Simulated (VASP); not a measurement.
Pb: single point with PBE

Pb:

```
CELL_PARAMETERS angstrom
3.41253 0.00000 0.00000
-1.70627 2.95534 0.00000
0.00000 0.00000 5.74277
ATOMIC_POSITIONS crystal
Pb 0.33333 0.66667 0.25000
Pb 0.66667 0.33333 0.75000
```

```json
{"Program": "VASP 6.6.1", "Task": "single point", "Functional": "PBE", "Potentials or basis": "VASP PAW PBE potentials, release 64 (Pb_d)", "Cutoff": "520 eV", "k mesh": "13 × 13 × 7", "Occupations": "fermi-dirac, width 0.1 eV", "Spin": "no spin polarisation", "Dipole correction": "no", "Further INCAR settings": "ALGO = Normal; EDIFF = 1e-07; NBANDS = 21"}
```

```
Pressure               : 4.8 GPa
Band gap on the k mesh : zero (band 14 reaches 14.00 eV, above the bottom of band 15 at 6.23 eV)
```

Levels at points of the mesh, in eV from the Fermi level:
| k point | band 12 | band 13 | band 14 | band 15 | band 16 | band 17 |
| --- | --- | --- | --- | --- | --- | --- |
| (0.00, 0.00, 0.00) | -8.42 | -4.47 | 6.22 | 6.22 | 7.34 | 8.00 |

Run time: 32 s on 1 thread of Intel(R) Xeon(R) 6975P-C (Granite Rapids), with other jobs on the host, peak memory 0.23 GiB.

Caveat: spin-orbit coupling is left out, which moves the levels of the heavy elements.
